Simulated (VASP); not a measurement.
# BaTe (P4/mmm) in VASP: a series of runs, part 2 of 2

VASP 6.6.1. Earlier steps stand in the parts before.

### 3 Single point, PBE (strain -0.050 along x and y, +0.050 along z)

INCAR reads:

```
ALGO = Normal ; EDIFF = 1E-7
ENCUT = 520 ; GGA = PE
ISIF = 2 ; ISMEAR = 0
LASPH = True ; LCHARG = False
LREAL = False ; LWAVE = False
NBANDS = 15 ; NELM = 80
PREC = Accurate ; SIGMA = 0.05
```

KPOINTS reads:

```
k-points
0
Gamma
  6 6 6
```

POSCAR reads:

```
BaTe
1.0
    4.0493427000      0.0000000000      0.0000000000
    0.0000000000      4.0493427000      0.0000000000
    0.0000000000      0.0000000000      4.4755893000
Ba Te
1 1
Direct
    0.0000000000      0.0000000000      0.0000000000
    0.5000000000      0.5000000000      0.5000000000
```

Potentials or basis: VASP PAW PBE potentials, release 64 (Ba_sv, Te).

Launch:

```
cat potpaw_PBE.64/Ba_sv/POTCAR potpaw_PBE.64/Te/POTCAR > POTCAR
mpirun -np 1 vasp_std > vasp.out
```

OUTCAR:

```text
EDIFF = 1E-7
   ENCUT = 520
   GGA = PE
   ISIF = 2
   ISMEAR = 0
   LASPH = True
   LREAL = False
   NELM = 80
   PREC = Accurate

 ion  position               nearest neighbor table
   1  0.000  0.000  0.000-   2 3.63   2 3.63   2 3.63   2 3.63   2 3.63   2 3.63   2 3.63   2 3.63

   2  0.500  0.500  0.500-   1 3.63   1 3.63   1 3.63   1 3.63   1 3.63   1 3.63   1 3.63   1 3.63

  LATTYP: Found a simple tetragonal cell.
 ALAT       =     4.0493427000
 C/A-ratio  =     1.1052631579

  Lattice vectors:

[... 610 lines left out ...]
     10       7.4646      0.00000
     11       7.7668      0.00000
     12       7.9314      0.00000
     13       9.1507      0.00000
     14      11.3791      0.00000
     15      11.3815      0.00000

 [... further k-points ...]
[... 5 lines left out ...]
  --------------------------------------------------------------------------------------
  -------------------------------------------------------------------------------------
  Total        2.0358270      2.0358270     -1.3653171      0.0000000      0.0000000      0.0000000
  in kB       44.4459463     44.4459463    -29.8074493      0.0000000      0.0000000      0.0000000
  external PRESSURE =      19.6948144 kB  Pullay stress =       0.0000000 kB

 VOLUME and BASIS-vectors are now :
 -----------------------------------------------------------------------------
  energy-cutoff  :      520.00
  volume of cell :       73.39
      direct lattice vectors                 reciprocal lattice vectors
     4.049342700  0.000000000  0.000000000     0.246953660  0.000000000  0.000000000
     0.000000000  4.049342700  0.000000000     0.000000000  0.246953660  0.000000000
     0.000000000  0.000000000  4.475589300     0.000000000  0.000000000  0.223434264

 POSITION                                       TOTAL-FORCE (eV/Angst)
 -----------------------------------------------------------------------------------
      0.00000      0.00000      0.00000         0.000000      0.000000      0.000000
      2.02467      2.02467      2.23779         0.000000      0.000000      0.000000
 -----------------------------------------------------------------------------------
    total drift:                                0.000000     -0.000000     -0.000000

  FREE ENERGIE OF THE ION-ELECTRON SYSTEM (eV)
  ---------------------------------------------------
  free  energy   TOTEN  =        -8.1497476254 eV

  energy  without entropy=       -8.1496913356  energy(sigma->0) =       -8.14971948
```

OSZICAR:

```text
N       E                     dE             d eps       ncg     rms          rms(c)
DAV:   1     0.809855759973E+02    0.80986E+02   -0.64560E+03  1200   0.906E+02
DAV:   2    -0.357547816962E+01   -0.84561E+02   -0.78422E+02  1622   0.163E+02
DAV:   3    -0.815160856499E+01   -0.45761E+01   -0.45459E+01  1643   0.387E+01
DAV:   4    -0.824782796752E+01   -0.96219E-01   -0.96200E-01  1498   0.574E+00
DAV:   5    -0.824986564169E+01   -0.20377E-02   -0.20376E-02  1669   0.715E-01    0.390E+00
DAV:   6    -0.814991334281E+01    0.99952E-01   -0.86322E-02  1438   0.187E+00    0.248E+00
DAV:   7    -0.814647175216E+01    0.34416E-02   -0.92187E-02  1544   0.198E+00    0.731E-01
DAV:   8    -0.814971550523E+01   -0.32438E-02   -0.18396E-02  1305   0.821E-01    0.210E-01
DAV:   9    -0.814963544815E+01    0.80057E-04   -0.12557E-03  1459   0.232E-01    0.107E-01
DAV:  10    -0.814974894107E+01   -0.11349E-03   -0.47130E-04  1361   0.167E-01    0.299E-02
DAV:  11    -0.814974794424E+01    0.99683E-06   -0.43964E-05  1586   0.375E-02    0.262E-02
DAV:  12    -0.814975057170E+01   -0.26275E-05   -0.35623E-06  1459   0.111E-02    0.492E-02
DAV:  13    -0.814974760998E+01    0.29617E-05   -0.71367E-06  1347   0.217E-02    0.141E-03
DAV:  14    -0.814974762542E+01   -0.15449E-07   -0.15881E-07  1513   0.245E-03
   1 F= -.81497476E+01 E0= -.81497195E+01  d E =-.562898E-04
```

It took 17 s on 1 thread of Intel Xeon 6975P-C (Granite Rapids), shared host; peak memory 0.2 GiB.

What came out:

```
Free energy            : -8.1497 eV
Pressure               : 2.0 GPa
Band gap on the k mesh : 0.14 eV, indirect (least direct gap 0.46 eV)
```

Caveat: the cell differs from its parent crystal (strain -0.050 along x and y, +0.050 along z); spin-orbit coupling is left out, which moves the levels of the heavy elements.

### 4 Single point, PBE (strain -0.025 along x and y, +0.050 along z)

INCAR reads:

```
SYSTEM = BaTe
  ALGO = Normal
  EDIFF = 1E-6
  ENCUT = 520
  GGA = PE
  ISIF = 2
  ISMEAR = 0
  LASPH = .True.
  LCHARG = .True.
  LELF = .True.
  LREAL = .False.
  LVHAR = .True.
  LWAVE = .False.
  NBANDS = 15
  NELM = 80
  PREC = Accurate
  SIGMA = 0.05
```

KPOINTS reads:

```
k-points
0
Gamma
  6 6 6
  0 0 0
```

POSCAR reads:

```
BaTe
1.0
    4.1559043500      0.0000000000      0.0000000000
    0.0000000000      4.1559043500      0.0000000000
    0.0000000000      0.0000000000      4.4755893000
Ba Te
1 1
Direct
    0.0000000000      0.0000000000      0.0000000000
    0.5000000000      0.5000000000      0.5000000000
```

Potentials or basis: VASP PAW PBE potentials, release 64 (Ba_sv, Te).

Launch:

```
cat potpaw_PBE.64/Ba_sv/POTCAR potpaw_PBE.64/Te/POTCAR > POTCAR
mpirun -np 1 vasp_std > vasp.out
```

OUTCAR:

```text
SYSTEM = BaTe
   EDIFF = 1E-6
   ENCUT = 520
   GGA = PE
   ISIF = 2
   ISMEAR = 0
   LASPH = .True.
   LREAL = .False.
   NELM = 80
   PREC = Accurate

 ion  position               nearest neighbor table
   1  0.000  0.000  0.000-   2 3.69   2 3.69   2 3.69   2 3.69   2 3.69   2 3.69   2 3.69   2 3.69

   2  0.500  0.500  0.500-   1 3.69   1 3.69   1 3.69   1 3.69   1 3.69   1 3.69   1 3.69   1 3.69

  LATTYP: Found a simple tetragonal cell.
 ALAT       =     4.1559043500
 C/A-ratio  =     1.0769230769

  Lattice vectors:

 A1 = (   4.1559043500,   0.0000000000,   0.0000000000)
[... 613 lines left out ...]
     13       8.6738      0.00000
     14      10.5768      0.00000
     15      11.0922      0.00000

 [... further k-points ...]
[... 5 lines left out ...]
  --------------------------------------------------------------------------------------
  -------------------------------------------------------------------------------------
  Total        0.8943385      0.8943385     -1.6380642      0.0000000      0.0000000     -0.0000000
  in kB       18.5366472     18.5366472    -33.9515963      0.0000000      0.0000000     -0.0000000
  external PRESSURE =       1.0405660 kB  Pullay stress =       0.0000000 kB

 VOLUME and BASIS-vectors are now :
 -----------------------------------------------------------------------------
  energy-cutoff  :      520.00
  volume of cell :       77.30
      direct lattice vectors                 reciprocal lattice vectors
     4.155904350  0.000000000  0.000000000     0.240621515  0.000000000  0.000000000
     0.000000000  4.155904350  0.000000000     0.000000000  0.240621515  0.000000000
     0.000000000  0.000000000  4.475589300     0.000000000  0.000000000  0.223434264

 POSITION                                       TOTAL-FORCE (eV/Angst)
 -----------------------------------------------------------------------------------
      0.00000      0.00000      0.00000         0.000000      0.000000      0.000000
      2.07795      2.07795      2.23779         0.000000      0.000000      0.000000
 -----------------------------------------------------------------------------------
    total drift:                                0.000000      0.000000     -0.000000

  FREE ENERGIE OF THE ION-ELECTRON SYSTEM (eV)
  ---------------------------------------------------
  free  energy   TOTEN  =        -8.2258346648 eV

  energy  without entropy=       -8.2258346648  energy(sigma->0) =       -8.22583466
```

OSZICAR:

```text
N       E                     dE             d eps       ncg     rms          rms(c)
DAV:   1     0.784978207148E+02    0.78498E+02   -0.62977E+03  1200   0.899E+02
DAV:   2    -0.367075190993E+01   -0.82169E+02   -0.75461E+02  1642   0.154E+02
DAV:   3    -0.823697517473E+01   -0.45662E+01   -0.45387E+01  1621   0.383E+01
DAV:   4    -0.833256516237E+01   -0.95590E-01   -0.95571E-01  1526   0.581E+00
DAV:   5    -0.833512102930E+01   -0.25559E-02   -0.25558E-02  1663   0.813E-01    0.362E+00
DAV:   6    -0.822559463716E+01    0.10953E+00   -0.95515E-02  1424   0.188E+00    0.229E+00
DAV:   7    -0.822156729197E+01    0.40273E-02   -0.95632E-02  1536   0.194E+00    0.751E-01
DAV:   8    -0.822573869796E+01   -0.41714E-02   -0.19358E-02  1291   0.843E-01    0.209E-01
DAV:   9    -0.822566158401E+01    0.77114E-04   -0.98025E-04  1529   0.188E-01    0.105E-01
DAV:  10    -0.822583131743E+01   -0.16973E-03   -0.46795E-04  1340   0.160E-01    0.302E-02
DAV:  11    -0.822583374157E+01   -0.24241E-05   -0.40967E-05  1578   0.361E-02    0.303E-02
DAV:  12    -0.822583466485E+01   -0.92327E-06   -0.28251E-06  1373   0.996E-03
   1 F= -.82258347E+01 E0= -.82258347E+01  d E =-.686033E-11
```

stdout:

```text
POSCAR found type information on POSCAR BaTe
 POSCAR found :  2 types and       2 ions
 scaLAPACK will be used
 LDA part: xc-table for (Slater+PW92), standard interpolation
 POSCAR, INCAR and KPOINTS ok, starting setup
 FFT: planning ... GRIDC
 FFT: planning ... GRID_SOFT
 FFT: planning ... GRID
 WAVECAR not read
 entering main loop
```

It took 13 s on 1 thread of Intel Xeon 6975P-C (Granite Rapids), shared host; peak memory 0.21 GiB.

What came out:

```yaml
Free_energy: -8.2258 eV
Pressure: 0.1 GPa
Band_gap_on_the_k_mesh: 0.44 eV, indirect (least direct gap 0.65 eV)
```

Caveat: the cell differs from its parent crystal (strain -0.025 along x and y, +0.050 along z); spin-orbit coupling is left out, which moves the levels of the heavy elements. A k mesh can miss the band edges.

### 5 The runs side by side

| cell | gap on the mesh (eV) | pressure (GPa) |
| --- | --- | --- |
| a = 4.049, b = 4.049, c = 4.369 Å, 2 atoms | 0.23 | 3.0 |
| a = 4.049, b = 4.049, c = 4.476 Å, 2 atoms | 0.14 | 2.0 |
| a = 4.156, b = 4.156, c = 4.476 Å, 2 atoms | 0.44 | 0.1 |

Alike in all rows: task single point; level PBE; potentials or basis VASP PAW PBE potentials, release 64 (Ba_sv, Te); no spin polarisation; k mesh 6 × 6 × 6; cutoff (eV) 520; smearing gaussian 0.05 eV.

Caveats: spin-orbit coupling is left out, which moves the levels of the heavy elements.

Total energies depend on the potentials used, so only differences within one code and one set of settings carry meaning.
